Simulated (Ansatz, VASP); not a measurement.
# Two plane-wave programs on Ge3P2

```
Ge P
1.0
     5.49620    0.00000    0.00000
    -2.74810    4.75985    0.00000
     0.00000    0.00000    7.95124
Ge P
3 2
Direct
  0.48963 0.97927 0.50000
  0.02073 0.51037 0.50000
  0.48963 0.51037 0.50000
  0.66667 0.33333 0.28409
  0.66667 0.33333 0.71591
```

Alike in both runs: functional PBE; k mesh 6 × 6 × 4; occupations gaussian, width 0.02 eV; no spin polarisation.

Ansatz relaxed the structure, and its values are those at the end. VASP's run is a single point on that final structure, the one shown.

```csv
,VASP,Ansatz
version,VASP 6.6.1,Ansatz 0.2.0
potentials or method,"VASP PAW PBE potentials, release 64 (Ge_d, P), cutoff 520 eV","scalar-relativistic, plane waves, PAW"
valence electrons in the cell,52,52
```

|  | VASP | Ansatz | Ansatz less VASP |
| --- | --- | --- | --- |
| gap on the k mesh at the Fermi level (eV) | 0.74 | 0.74 | +0.002 |
| least direct gap on the mesh (eV) | 0.92 | 0.91 | -0.001 |
| pressure (GPa) | -0.1 | 0.0 | +0.07 |
| rms of the force components (eV/Å) | 0.012 | 0.002 | -0.0108 |

With one functional, cell and mesh, what is left measures potentials, basis and numerics. Ansatz's warnings: xc potential rough in thin density.
